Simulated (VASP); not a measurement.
# Pd (Im-3m) in VASP: further runs

Pd is run at these levels: RPBE+D3(BJ), r2SCAN50; tasks: single point.

All numbers are computed with VASP 6.6.1; they aren't measurements. Logs are shortened: lines on timing, memory, paths and dates and some standing lists are left out, and cuts for length are marked.

## Step 1: The cell of the first run

Symmetry: Im-3m, No. 229, cubic system. The conventional cell has a = 3.145 Å, b = 3.145 Å, c = 3.145 Å, α = 90.00°, β = 90.00°, γ = 90.00°. Pd (site symmetry m-3m) has 14 Pd at 2.72 to 3.14 Å within 3.6 Å.

This isn't the form of Pd at room conditions, which is fcc.

## Step 2: Single point, RPBE+D3(BJ), non-collinear spin, zero start, spin-orbit coupling

Input file INCAR:

```
SYSTEM = Pd
PREC = Accurate
ENCUT = 500
EDIFF = 1E-6
ISMEAR = 1
SIGMA = 0.1
LREAL = .FALSE.
LASPH = .TRUE.
NELM = 200
ALGO = Normal
ISIF = 2
LWAVE = .FALSE.
LCHARG = .TRUE.
LNONCOLLINEAR = .TRUE.
MAGMOM = 0 0 0
LORBIT = 11
LSORBIT = .TRUE.
GGA_COMPAT = .FALSE.
LORBMOM = .TRUE.
LMAXMIX = 4
GGA = RP
IVDW = 12
LVHAR = .TRUE.
NBANDS = 21
```

Input file KPOINTS:

```
Automatic mesh
0
G
  9 9 9
  0 0 0
```

Input file POSCAR:

```
Pd
1.0
   -1.5722810000      1.5722810000      1.5722810000
    1.5722810000     -1.5722810000      1.5722810000
    1.5722810000      1.5722810000     -1.5722810000
Pd
1
Direct
    0.0000000000      0.0000000000      0.0000000000
```

Potentials or basis: VASP PAW PBE potentials, release 64 (Pd).

Started as:

```console
> cat potpaw_PBE.64/Pd/POTCAR > POTCAR
> mpirun -np 1 vasp_ncl > vasp.out
```

OUTCAR:

```text
SYSTEM = Pd
   PREC = Accurate
   ENCUT = 500
   EDIFF = 1E-6
   ISMEAR = 1
   LREAL = .FALSE.
   LASPH = .TRUE.
   NELM = 200
   ISIF = 2
   LNONCOLLINEAR = .TRUE.
   LORBIT = 11
   LSORBIT = .TRUE.
   GGA = RP
   IVDW = 12
 IVDW          = 12

 ion  position               nearest neighbor table
   1  0.000  0.000  0.000-

  LATTYP: Found a body centered cubic cell.
 ALAT       =     3.1445620000

  Lattice vectors:

 A1 = (  -1.5722810000,   1.5722810000,   1.5722810000)
 A2 = (   1.5722810000,  -1.5722810000,   1.5722810000)
 A3 = (   1.5722810000,   1.5722810000,  -1.5722810000)

Analysis of symmetry for initial positions (statically):
=====================================================================
 Subroutine PRICEL returns:
 Original cell was already a primitive cell.

 Routine SETGRP: Setting up the symmetry group for a
 body centered cubic supercell.

 Subroutine GETGRP returns: Found 48 space group operations
 (whereof 48 operations were pure point group operations)
 out of a pool of 48 trial point group operations.

The static configuration has the point symmetry O_h .

Analysis of symmetry for dynamics (positions and initial velocities):
=====================================================================
 Subroutine PRICEL returns:
 Original cell was already a primitive cell.

 Routine SETGRP: Setting up the symmetry group for a
 body centered cubic supercell.

 Subroutine GETGRP returns: Found 48 space group operations
 (whereof 48 operations were pure point group operations)
 out of a pool of 48 trial point group operations.

The dynamic configuration has the point symmetry O_h .

Analysis of structural, dynamic, and magnetic symmetry:
=====================================================================
 Subroutine PRICEL returns:
 Original cell was already a primitive cell.

 Routine SETGRP: Setting up the symmetry group for a
 body centered cubic supercell.

 Subroutine GETGRP returns: Found 48 space group operations
 (whereof 48 operations were pure point group operations)
 out of a pool of 48 trial point group operations.

The overall configuration has the point symmetry O_h .

 Subroutine INISYM returns: Found 48 space group operations
 (whereof 48 operations are pure point group operations),
 and found     1 'primitive' translations

[... 148 lines left out ...]
 Fermi energy:         9.0274640010

 k-point     1 :       0.0000    0.0000    0.0000
  band No.  band energies     occupation
      1       2.3428      1.00000
      2       2.3428      1.00000
      3       6.1820      1.00000
      4       6.1820      1.00000
      5       6.1820      1.00000
      6       6.1820      1.00000
[... 565 lines left out ...]
     20      31.8762      0.00000
     21      32.7798      0.00000

 [... further k-points ...]

------------------------ aborting loop because EDIFF is reached ----------------------------------------

 Edisp (eV)   -3.27316

 E8    (eV) :    -2.1552

  FORCE on cell =-STRESS in cart. coord.  units (eV):
  Direction    XX          YY          ZZ          XY          YZ          ZX
  --------------------------------------------------------------------------------------
  -------------------------------------------------------------------------------------
  Total      -3.53160    -3.53160    -3.53160     0.00000    -0.00000     0.00000
  in kB    -363.94130  -363.94130  -363.94130     0.00000    -0.00000     0.00000
  external pressure =     -363.94 kB  Pullay stress =        0.00 kB

 VOLUME and BASIS-vectors are now :
 -----------------------------------------------------------------------------
  energy-cutoff  :      500.00
  volume of cell :       15.55
      direct lattice vectors                 reciprocal lattice vectors
    -1.572281000  1.572281000  1.572281000     0.000000000  0.318009313  0.318009313
     1.572281000 -1.572281000  1.572281000     0.318009313  0.000000000  0.318009313
     1.572281000  1.572281000 -1.572281000     0.318009313  0.318009313  0.000000000

 POSITION                                       TOTAL-FORCE (eV/Angst)
 -----------------------------------------------------------------------------------
      0.00000      0.00000      0.00000         0.000000      0.000000      0.000000
 -----------------------------------------------------------------------------------
    total drift:                                0.000000     -0.000000     -0.000000

  FREE ENERGIE OF THE ION-ELECTRON SYSTEM (eV)
  ---------------------------------------------------
  free  energy   TOTEN  =        -7.9109716901 eV

  energy  without entropy=       -7.9128612330  energy(sigma->0) =       -7.91160154

 orbital moment (x)

 # of ion     p       d       tot
 ----------------------------------------
  1         0.000   0.000   0.000
 ----------------------------------------
            0.000   0.000   0.000

 orbital moment (y)

 # of ion     p       d       tot
 ----------------------------------------
  1         0.000   0.000   0.000
 ----------------------------------------
            0.000   0.000   0.000

 orbital moment (z)

 # of ion     p       d       tot
 ----------------------------------------
  1         0.000   0.000   0.000
 ----------------------------------------
            0.000   0.000   0.000

 Spin-Orbit-Coupling matrix elements

 Ion:    1  E_soc:     -0.0829564
 l=   1
     0.0000000    -0.0022508    -0.0022508
    -0.0022508     0.0000000    -0.0022508
    -0.0022508    -0.0022508     0.0000000
 l=   2
     0.0000000    -0.0033056     0.0000000    -0.0033056    -0.0082696
    -0.0033056     0.0000000    -0.0062022    -0.0033056    -0.0020674
     0.0000000    -0.0062022     0.0000000    -0.0062022     0.0000000
    -0.0033056    -0.0033056    -0.0062022     0.0000000    -0.0020674
    -0.0082696    -0.0020674     0.0000000    -0.0020674     0.0000000
 l=   3
     0.0000000     0.0000000     0.0000000     0.0000000     0.0000000     0.0000000     0.0000000
     0.0000000     0.0000000     0.0000000     0.0000000     0.0000000     0.0000000     0.0000000
     0.0000000     0.0000000     0.0000000     0.0000000     0.0000000     0.0000000     0.0000000
     0.0000000     0.0000000     0.0000000     0.0000000     0.0000000     0.0000000     0.0000000
     0.0000000     0.0000000     0.0000000     0.0000000     0.0000000     0.0000000     0.0000000
     0.0000000     0.0000000     0.0000000     0.0000000     0.0000000     0.0000000     0.0000000
     0.0000000     0.0000000     0.0000000     0.0000000     0.0000000     0.0000000     0.0000000

 total charge

# of ion       s       p       d       tot
------------------------------------------
    1        0.467   0.417   8.469   9.353

 magnetization (x)

# of ion       s       p       d       tot
------------------------------------------
    1        0.000  -0.000   0.000   0.000

 magnetization (y)

# of ion       s       p       d       tot
------------------------------------------
    1        0.000  -0.000   0.000   0.000

 magnetization (z)

# of ion       s       p       d       tot
------------------------------------------
    1        0.000   0.000  -0.000  -0.000
```

stdout:

```text
POSCAR found type information on POSCAR Pd
 POSCAR found :  1 types and       1 ions
 scaLAPACK will be used
 -----------------------------------------------------------------------------
|                                                                             |
|                                                                             |
|     You enforced a specific xc type in the INCAR file but a different       |
|     I HOPE YOU KNOW WHAT YOU ARE DOING!                                     |
|                                                                             |
 -----------------------------------------------------------------------------

 LDA part: xc-table for (Slater+PW92), standard interpolation
 POSCAR, INCAR and KPOINTS ok, starting setup
 FFT: planning ... GRIDC
 FFT: planning ... GRID_SOFT
 FFT: planning ... GRID
 WAVECAR not read
 entering main loop
```

Wall time 25 s (1 thread of AMD EPYC 7R43 (Zen 3), shared host); peak memory 0.14 GiB.

What came out:

- Free energy: -7.9110 eV
- Pressure: -36.4 GPa
- Net moment: 0.00 μB per cell
- Valence electrons inside the program's atomic spheres: Pd 9.35
- Dispersion energy per atom: -3.273 eV

Moments on the atoms (μB; x, y, z):
```
Pd  0.00 0.00 0.00
```

Caveat: the cell stands under tension; the dispersion term is far too large for a dense solid, which distorts pressure and volume; the PAW data sets were made with another functional, which shifts forces and pressure a little.

## Step 3: Single point, r2SCAN50

POSCAR is that of step 2.

Input file INCAR.step1:

```
  PREC = Accurate
  ENCUT = 520
  EDIFF = 1E-5
  ISMEAR = -1
  SIGMA = 0.05
  LREAL = F
  LASPH = T
  NELM = 100
  ALGO = Normal
  ISIF = 2
  LWAVE = T
  LCHARG = F
  GGA = PE
  NBANDS = 11
```

Input file INCAR.step2:

```
  PREC = Accurate
  ENCUT = 520
  EDIFF = 1E-7
  ISMEAR = -1
  SIGMA = 0.05
  LREAL = F
  LASPH = T
  NELM = 100
  ALGO = Normal
  ISIF = 2
  LWAVE = F
  LCHARG = F
  METAGGA = R2SCAN
  LHFCALC = T
  AEXX = 0.5
  LMIXTAU = T
  PRECFOCK = Normal
  ISTART = 1
  NBANDS = 11
```

Input file KPOINTS:

```
Automatic mesh
0
Gamma
  6 6 6
```

Potentials or basis: VASP PAW PBE potentials, release 64 (Pd).

Started as:

```console
> cat potpaw_PBE.64/Pd/POTCAR > POTCAR
> cp INCAR.step1 INCAR
> mpirun -np 1 vasp_std > vasp.out
> cp INCAR.step2 INCAR
> mpirun -np 1 vasp_std > vasp.out
```

OUTCAR:

```text
PREC = Accurate
   ENCUT = 520
   EDIFF = 1E-7
   ISMEAR = -1
   LREAL = F
   LASPH = T
   NELM = 100
   ISIF = 2
   METAGGA = R2SCAN
   LHFCALC = T
   AEXX = 0.5
   PRECFOCK = Normal
   ISTART = 1

 ion  position               nearest neighbor table
   1  0.000  0.000  0.000-

  LATTYP: Found a body centered cubic cell.
 ALAT       =     3.1445620000

  Lattice vectors:

 A1 = (  -1.5722810000,   1.5722810000,   1.5722810000)
 A2 = (   1.5722810000,  -1.5722810000,   1.5722810000)
 A3 = (   1.5722810000,   1.5722810000,  -1.5722810000)

Analysis of symmetry for initial positions (statically):
=====================================================================
 Subroutine PRICEL returns:
 Original cell was already a primitive cell.

 Routine SETGRP: Setting up the symmetry group for a
 body centered cubic supercell.

 Subroutine GETGRP returns: Found 48 space group operations
 (whereof 48 operations were pure point group operations)
 out of a pool of 48 trial point group operations.

[... 162 lines left out ...]
 fundamental gap:      1.2352466668
 Fermi energy:         7.6283071633

 k-point     1 :       0.0000    0.0000    0.0000
  band No.  band energies     occupation
      1      -0.5940      2.00000
      2       2.8229      2.00000
      3       2.8229      2.00000
      4       2.8229      2.00000
      5       4.4787      2.00000
      6       4.4787      2.00000
      7      31.0893      0.00000
      8      31.0893      0.00000
      9      31.0893      0.00000
     10      39.5431      0.00000
     11      39.5431      0.00000
[... 197 lines left out ...]
 k-point    16 :       0.5000    0.5000    0.5000
  band No.  band energies     occupation
      1       0.0663      2.00000
      2       0.0663      2.00000
      3       8.4680      0.00000
      4       8.4680      0.00000
      5       8.4680      0.00000
      6      20.2617      0.00000
      7      20.2617      0.00000
      8      20.2617      0.00000
      9      28.9540      0.00000
     10      28.9540      0.00000
     11      29.3743      0.00000

------------------------ aborting loop because EDIFF is reached ----------------------------------------

  FORCE on cell =-STRESS in cart. coord.  units (eV):
  Direction    XX          YY          ZZ          XY          YZ          ZX
  --------------------------------------------------------------------------------------
  -------------------------------------------------------------------------------------
  Total       -1.0433364     -1.0433364     -1.0433364     -0.0000000      0.0000000     -0.0000000
  in kB     -107.5188093   -107.5188093   -107.5188093     -0.0000000      0.0000000     -0.0000000
  external PRESSURE =    -107.5188093 kB  Pullay stress =       0.0000000 kB

 VOLUME and BASIS-vectors are now :
 -----------------------------------------------------------------------------
  energy-cutoff  :      520.00
  volume of cell :       15.55
      direct lattice vectors                 reciprocal lattice vectors
    -1.572281000  1.572281000  1.572281000     0.000000000  0.318009313  0.318009313
     1.572281000 -1.572281000  1.572281000     0.318009313  0.000000000  0.318009313
     1.572281000  1.572281000 -1.572281000     0.318009313  0.318009313  0.000000000

 POSITION                                       TOTAL-FORCE (eV/Angst)
 -----------------------------------------------------------------------------------
      0.00000      0.00000      0.00000         0.000000      0.000000      0.000000
 -----------------------------------------------------------------------------------
    total drift:                               -0.000000     -0.000000     -0.000000

  FREE ENERGIE OF THE ION-ELECTRON SYSTEM (eV)
  ---------------------------------------------------
  free  energy   TOTEN  =       -17.0155323168 eV

  energy  without entropy=      -17.0123452490  energy(sigma->0) =      -17.01393878
```

OUTCAR.step1:

```text
PREC = Accurate
   ENCUT = 520
   EDIFF = 1E-5
   ISMEAR = -1
   LREAL = F
[... 428 lines left out ...]

 POSITION                                       TOTAL-FORCE (eV/Angst)
 -----------------------------------------------------------------------------------
      0.00000      0.00000      0.00000        -0.000000      0.000000      0.000000
 -----------------------------------------------------------------------------------
    total drift:                                0.000000     -0.000000      0.000000

  FREE ENERGIE OF THE ION-ELECTRON SYSTEM (eV)
  ---------------------------------------------------
  free  energy   TOTEN  =        -5.1893457105 eV

  energy  without entropy=       -5.1768582596  energy(sigma->0) =       -5.18310199
```

OSZICAR.step1:

```text
N       E                     dE             d eps       ncg     rms          rms(c)
DAV:   1     0.418668915448E+02    0.41867E+02   -0.51035E+03   360   0.851E+02
DAV:   2    -0.485021815799E+01   -0.46717E+02   -0.45325E+02   391   0.182E+02
DAV:   3    -0.544268620046E+01   -0.59247E+00   -0.59212E+00   415   0.220E+01
DAV:   4    -0.544491071334E+01   -0.22245E-02   -0.22242E-02   435   0.142E+00
DAV:   5    -0.544493519054E+01   -0.24477E-04   -0.24476E-04   423   0.143E-01    0.651E+00
DAV:   6    -0.520207487454E+01    0.24286E+00   -0.93604E-01   430   0.803E+00    0.318E+00
DAV:   7    -0.519236321189E+01    0.97117E-02   -0.12790E-02   457   0.922E-01    0.167E+00
DAV:   8    -0.518935178572E+01    0.30114E-02   -0.99495E-04   435   0.252E-01    0.918E-02
DAV:   9    -0.518934117786E+01    0.10608E-04   -0.13615E-05   423   0.337E-02    0.119E-02
DAV:  10    -0.518934571046E+01   -0.45326E-05   -0.18001E-06   292   0.131E-02
   1 F= -.51893457E+01 E0= -.51831020E+01  d E =-.124875E-01
```

It took 5.5 min on 1 thread of Intel Xeon Platinum 8559C (Emerald Rapids), shared host; peak memory 0.13 GiB.

What came out:

| Quantity | Value |
| --- | --- |
| Free energy | -17.0155 eV |
| Pressure | -10.8 GPa |
| Band gap on the k mesh | zero (bands 5 and 6 overlap by 4.32 eV) |

Levels at points of the mesh, in eV from the Fermi level:
```tsv
k point	band 2	band 3	band 4	band 5	band 6	band 7	band 8	band 9
(0.00, 0.00, 0.00)	-4.81	-4.81	-4.81	-3.15	-3.15	23.46	23.46	23.46
(0.50, 0.00, 0.00)	-6.08	-2.98	-2.73	1.16	3.64	11.12	18.95	21.85
(0.50, 0.50, 0.50)	-7.56	0.84	0.84	0.84	12.63	12.63	12.63	21.33
```

Caveat: the k points lie up to 0.47 Å⁻¹ apart, too coarse for converged energies and pressures of a metal; the PAW data sets were made with another functional, which shifts forces and pressure a little.

The gap in the log of VASP goes by the Fermi energy; the results here count the filled bands.